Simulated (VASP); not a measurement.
Here is a VASP 6.6.1 calculation.

File INCAR:

```
ALGO = Normal
EDIFF = 1E-6
ENCUT = 520
GGA = PS
ISIF = 2
ISMEAR = 0
IVDW = 12
LASPH = True
LCHARG = True
LELF = True
LREAL = False
LVHAR = True
LWAVE = False
NBANDS = 11
NELM = 80
PREC = Accurate
SIGMA = 0.05
```

KPOINTS

```
k-points
0
Gamma
  15 15 15
```

POSCAR

```
C
1.0
    1.2392471932      0.7154797006      3.3102171283
   -1.2392471932      0.7154797006      3.3102171283
    0.0000000000     -1.4309594012      3.3102171283
C
2
Direct
    0.1665836162      0.1665836162      0.1665836162
    0.8334163838      0.8334163838      0.8334163838
```

Potentials or basis: VASP PAW PBE potentials, release 64 (C).

Launch:

```sh
$ cat potpaw_PBE.64/C/POTCAR > POTCAR
$ mpirun -np 1 vasp_std > vasp.out
```

(1) Predict the pressure.

(2) Estimate the dispersion energy per atom.

Answers

(1) -6.5 GPa.

(2) -0.111 eV.

Caveat: the stress differs along the axes, from -10 to -0 GPa; the PAW data sets were made with another functional, which shifts forces and pressure a little.
